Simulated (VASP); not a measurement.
Here is a VASP 6.6.1 calculation.

The input POSCAR:

```
CdRu2
1.0
    0.0000000000      3.6896227797      3.6896227797
    3.6896227797      0.0000000000      3.6896227797
    3.6896227797      3.6896227797      0.0000000000
Cd Ru
2 4
Direct
    0.0000000000      0.0000000000      0.0000000000
    0.2500000000      0.2500000000      0.2500000000
    0.6250000000      0.6250000000      0.6250000000
    0.1250000000      0.6250000000      0.6250000000
    0.6250000000      0.6250000000      0.1250000000
    0.6250000000      0.1250000000      0.6250000000
```

The input INCAR.step1:

```
PREC = Accurate ; ENCUT = 520
ISMEAR = 0 ; SIGMA = 0.1
LREAL = False ; LASPH = True
NELM = 100 ; NBANDS = 49
GGA = PE ; ALGO = Normal
EDIFF = 1E-4 ; LWAVE = True
LCHARG = False
```

INCAR.step2

```
PREC = Accurate ; ENCUT = 520
EDIFF = 1E-6 ; ISMEAR = 0
SIGMA = 0.1 ; LREAL = False
LASPH = True ; NELM = 100
ALGO = Normal ; ISIF = 2
LWAVE = False ; LCHARG = False
METAGGA = R2SCAN ; LMIXTAU = True
NBANDS = 49 ; ISTART = 1
```

File KPOINTS:

```
Automatic mesh
0
Gamma
  4 4 4
```

Potentials or basis: VASP PAW PBE potentials, release 64 (Cd, Ru_pv).

Launch:

```sh
$ cat potpaw_PBE.64/Cd/POTCAR potpaw_PBE.64/Ru_pv/POTCAR > POTCAR
$ cp INCAR.step1 INCAR
$ mpirun -np 1 vasp_std > vasp.out
$ cp INCAR.step2 INCAR
$ mpirun -np 1 vasp_std > vasp.out
```

Task: Predict the band gap on the k mesh.

Result: Zero (band 40 reaches 8.03 eV, above the bottom of band 41 at 7.66 eV).

Task: What does it give for the pressure?

Result: -6.1 GPa.

Caveat: the k points lie up to 0.37 Å⁻¹ apart; the PAW data sets were made with another functional, which shifts forces and pressure a little.
